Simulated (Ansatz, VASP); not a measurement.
# Se in VASP and in Ansatz

File INCAR:

```
ALGO     = Normal         # electronic algorithm
EDIFF    = 1E-7           # SCF threshold, eV
ENCUT    = 520            # plane-wave cutoff, eV
GGA      = PE             # functional
ISIF     = 2              # what is computed and relaxed
ISMEAR   = -1             # smearing method
LASPH    = True           # aspherical terms in the spheres
LCHARG   = False          # write CHGCAR
LREAL    = False          # projectors in reciprocal space
LWAVE    = False          # write WAVECAR
NBANDS   = 13             # bands
NELM     = 60             # most SCF steps
PREC     = Accurate       # precision mode
SIGMA    = 0.08           # smearing width, eV
```

File KPOINTS:

```
k-points
0
Gamma
  13 13 13
```

POSCAR

```
Se
1.0
    1.6876278960     -0.9743524201      2.7584545463
    0.0000000000      1.9487048402      2.7584545463
   -1.6876278960     -0.9743524201      2.7584545463
Se
2
Direct
    0.2500000000      0.2500000000      0.2500000000
   -0.2500000000     -0.2500000000     -0.2500000000
```

Input for Ansatz:

```yaml
crystal:
  lattice:
    - [1.687627896, -0.9743524201, 2.7584545463]
    - [0.0, 1.9487048402, 2.7584545463]
    - [-1.687627896, -0.9743524201, 2.7584545463]
  atoms:
    - { symbol: Se, position: [0.25, 0.25, 0.25] }
    - { symbol: Se, position: [-0.25, -0.25, -0.25] }
kpoints:
  mp_grid: { grid: [13, 13, 13] }
scf:
  occupations: { method: fermi_dirac, width: 0.08 }
hamiltonian:
  xc: pbe
  pseudopotentials: { kind: paw }
output:
  forces: true
  stress: true
  eigenvalues: true
  populations: true
  write_density: true
  write_potential: true
  elf: true
  volumetric_format: npy
```

Change from the starting cell: volume scaled by 0.6, PAW files.

Alike in both runs: task single point; functional PBE; k mesh 13 × 13 × 13; occupations fermi-dirac, width 0.08 eV; no spin polarisation.

|  | VASP | Ansatz |
| --- | --- | --- |
| version | VASP 6.6.1 | Ansatz 0.2.0 |
| potentials or method | VASP PAW PBE potentials, release 64 (Se) | PAW with Ansatz's default frozen-core files, scalar-relativistic |
| plane-wave cutoff (eV) | 520 | 420 |
| valence electrons in the cell | 12 | 32 |

VASP gave:

* pressure (GPa): 105.3
* traceless stress, the component that is largest in VASP (GPa): 0.09

Question: Which values does Ansatz return?

Answer: Pressure (GPa): 104.1; traceless stress, the component that is largest in VASP (GPa): 0.09.

Both programs put the cell under a high pressure, so it lies far from rest at this level. VASP's potentials hold 12 valence electrons a cell and Ansatz's 32, so a difference there can come from the potentials and not from the codes.

Noted on VASP's run: the cell as given lies far from equilibrium.
